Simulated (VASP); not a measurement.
Write the native input for VASP 6.6.1 that does the following.

- Task: single point
- Functional: PBEsol
- Potentials or basis: VASP PAW PBE potentials, release 64 (Ni_sv_GW, O)
- Cutoff: 700 eV
- k mesh: 12 × 12 × 6
- Occupations: gaussian, width 0.05 eV
- Spin: no spin polarisation
- Dipole correction: no
- Further INCAR settings: ALGO = Normal; EDIFF = 1e-06; NBANDS = 22

The structure of NiO2 lies in POSCAR:

```
NiO2
1.0
    2.8028105550      0.0000000000      0.0000000000
   -1.4014052775      2.4273051426      0.0000000000
    0.0000000000      0.0000000000      4.9060395955
Ni O
1 2
Direct
    0.0000000000      0.0000000000      0.5000000000
    0.6666666667      0.3333333333      0.6499533987
    0.3333333333      0.6666666667      0.3500466013
```

This cell differs from its parent crystal: atoms shifted along a free coordinate, c/a of the conventional cell at fixed volume 1.7504.

These files were run (other wordings do the same):

INCAR

```
SYSTEM = NiO2
ALGO = Normal
EDIFF = 1E-6
ENCUT = 700
GGA = PS
GGA_COMPAT = .False.
ISIF = 2
ISMEAR = 0
LASPH = .True.
LCHARG = .True.
LELF = .True.
LREAL = .False.
LVHAR = .True.
LWAVE = .False.
NBANDS = 22
NELM = 120
PREC = Accurate
SIGMA = 0.05
```

KPOINTS

```
k-points
0
Gamma
  12 12 6
  0 0 0
```

Potentials or basis: VASP PAW PBE potentials, release 64 (Ni_sv_GW, O).

The run is started by

```console
$ cat potpaw_PBE.64/Ni_sv_GW/POTCAR potpaw_PBE.64/O/POTCAR > POTCAR
$ mpirun -np 1 vasp_std > vasp.out
```

Results of the run:

```json
{"Pressure": "29.2 GPa", "Largest force": "4.118 eV/Å", "Band gap on the k mesh": "0.88 eV (least direct gap 1.42 eV)"}
```

Caveat: the cell stands under pressure; the PAW data sets were made with another functional, which shifts forces and pressure a little; the run has no spin polarisation, though such a crystal can be magnetic.

Wall time 43 s on 1 thread of Intel(R) Xeon(R) 6975P-C (Granite Rapids), on a shared host, peak memory 0.26 GiB.
